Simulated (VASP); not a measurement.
Set up this calculation in VASP 6.6.1, as the native input.

```yaml
Task: single point
Functional: PBE
Potentials_or_basis: VASP PAW PBE potentials, release 64 (In_d, Sb, As)
Cutoff: 520 eV
k_mesh: 6 × 6 × 6
Occupations: gaussian, width 0.1 eV
Spin: no spin polarisation
Dipole_correction: no
Further_INCAR_settings: ALGO = Normal; EDIFF = 1e-06; NBANDS = 46
```

The structure of In4SbAs3 lies in POSCAR:

```
In4SbAs3
1.0
    6.3023444000      0.0000000000      0.0000000000
    0.0000000000      6.3023444000      0.0000000000
    0.0000000000      0.0000000000      6.3023444000
In Sb As
4 1 3
Direct
    0.2421050000      0.7578950000      0.2421050000
    0.2421050000      0.2421050000      0.7578950000
    0.7578950000      0.7578950000      0.7578950000
    0.7578950000      0.2421050000      0.2421050000
    0.5000000000      0.5000000000      0.5000000000
    0.5000000000      0.0000000000      0.0000000000
    0.0000000000      0.0000000000      0.5000000000
    0.0000000000      0.5000000000      0.0000000000
```

The input as run:

INCAR

```
SYSTEM = In4SbAs3
PREC = Accurate
ENCUT = 520
EDIFF = 1E-6
ISMEAR = 0
SIGMA = 0.1
LREAL = .FALSE.
LASPH = .TRUE.
NELM = 80
ALGO = Normal
ISIF = 2
LWAVE = .FALSE.
LCHARG = .FALSE.
GGA = PE
NBANDS = 46
```

KPOINTS

```
regular mesh
0
G
  6 6 6
  0 0 0
```

Potentials or basis: VASP PAW PBE potentials, release 64 (In_d, Sb, As).

Command:

```bash
$ cat potpaw_PBE.64/In_d/POTCAR potpaw_PBE.64/Sb/POTCAR potpaw_PBE.64/As/POTCAR > POTCAR
$ mpirun -np 1 vasp_std > vasp.out
```

It gave:

```
Pressure               : 0.0 GPa
Largest force          : 0.005 eV/Å
Band gap on the k mesh : zero (filled and empty bands touch)
```

Caveat: semilocal functionals underestimate gaps, and a narrow one can read as zero; spin-orbit coupling is left out, which moves the levels of the heavy elements.

Run time: 3.2 min on 1 thread of Intel(R) Xeon(R) Platinum 8259CL CPU @ 2.50GHz (Skylake/Cascade Lake), with other jobs on the host, peak memory 0.46 GiB.
